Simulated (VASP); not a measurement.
Crystal: Si2W.

```xyz
3
Lattice="0.0000 2.9289 2.9289 2.9289 0.0000 2.9289 2.9289 2.9289 0.0000" Properties=species:S:1:pos:R:3 pbc="T T T"
Si    1.4644    1.4644    1.4644
Si    4.3933    4.3933    4.3933
W     2.9289    2.9289    2.9289
```

| Quantity | Value |
| --- | --- |
| Program | VASP 6.6.1 |
| Task | relaxation of cell and atoms |
| Functional | PBE |
| Potentials or basis | VASP PAW PBE potentials, release 64 (Si, W_sv) |
| Cutoff | 500 eV |
| k mesh | 6 × 6 × 6 |
| Occupations | gaussian, width 0.1 eV |
| Spin | no spin polarisation |

At the start: pressure 3.1 GPa; volume 16.75 Å³/atom.

**Question.** Where does the relaxation end?

**Answer.** Over 3 steps the energy falls by 3.3 meV/atom and the volume is 17.10 Å³/atom (+2.1 %); space group Fm-3m (No. 225, to 0.05 Å).

The path:
| step | energy change (eV) | largest force (eV/Å) | pressure (GPa) | volume (Å³) |
| --- | --- | --- | --- | --- |
| 1 | 0.0000 | 0.0000 | 3.08 | 50.25 |
| 2 | 0.0052 | 0.0000 | -3.51 | 52.62 |
| 3 | -0.0098 | 0.0000 | -0.01 | 51.29 |

Final structure:
```
Si W
1.0
     0.00000    2.94902    2.94902
     2.94902    0.00000    2.94902
     2.94902    2.94902    0.00000
Si W
2 1
Direct
  0.25000 0.25000 0.25000
  0.75000 0.75000 0.75000
  0.50000 0.50000 0.50000
```
